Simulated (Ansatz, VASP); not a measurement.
**CuO: VASP beside Ansatz**

The input INCAR:

```
ALGO = Normal
EDIFF = 1E-6
ENCUT = 520
GGA = PS
ISIF = 2
ISMEAR = 1
LASPH = T
LCHARG = F
LREAL = F
LWAVE = F
NBANDS = 25
NELM = 80
PREC = Accurate
SIGMA = 0.02
```

The input KPOINTS:

```
k-points
0
Gamma
  16 16 8
```

File POSCAR:

```
CuO
1.0
    2.3446500000     -1.7134000000      0.0000000000
    2.3446500000      1.7134000000      0.0000000000
   -0.8605500000      0.0000000000      5.0594400000
Cu O
2 2
Direct
    0.0032000000      0.4968000000      0.0000000000
    0.4968000000      0.0032000000      0.5000000000
    0.5714000000      0.4056000000      0.2537000000
    0.4056000000      0.5714000000      0.7537000000
```

Input for Ansatz:

```yaml
crystal:
  lattice:
    - [2.34465, -1.7134, 0.0]
    - [2.34465, 1.7134, 0.0]
    - [-0.86055, 0.0, 5.05944]
  atoms:
    - { symbol: Cu, position: [0.0032, 0.4968, 0.0] }
    - { symbol: Cu, position: [0.4968, 0.0032, 0.5] }
    - { symbol: O, position: [0.5714, 0.4056, 0.2537] }
    - { symbol: O, position: [0.4056, 0.5714, 0.7537] }
basis:
  ecutwfc: 420
kpoints:
  mp_grid: { grid: [16, 16, 8] }
hamiltonian:
  xc: pbesol
scf:
  occupations: { method: cold, width: 0.02 }
output:
  forces: true
  stress: true
  eigenvalues: true
```

Alike in both runs: task single point; functional PBEsol; k mesh 16 × 16 × 8; no spin polarisation.

```csv
,VASP,Ansatz
version,VASP 6.6.1,Ansatz 0.2.0
potentials or method,"VASP PAW PBE potentials, release 64 (Cu, O), cutoff 520 eV","scalar-relativistic, plane waves, PAW"
occupations,"methfessel-paxton of order 1, width 0.02 eV","cold, width 0.02 eV"
valence electrons in the cell,34,50
```

```csv
,VASP,Ansatz,Ansatz less VASP
gap on the k mesh at the Fermi level (eV),none,none,-
pressure (GPa),-2.0,-2.7,-0.71
"traceless stress, the component that is largest in VASP (GPa)",1.93,2.30,+0.364
rms of the force components (eV/Å),0.431,0.424,-0.0073
```

VASP's potentials were made for PBE, not for PBEsol. Atom by atom the forces differ by 0.022 eV/Å (rms over components). A gap of «none» marks a metal or a gap that the smearing closes. VASP's potentials hold 34 valence electrons a cell and Ansatz's 50, so a difference there can come from the potentials and not from the codes.
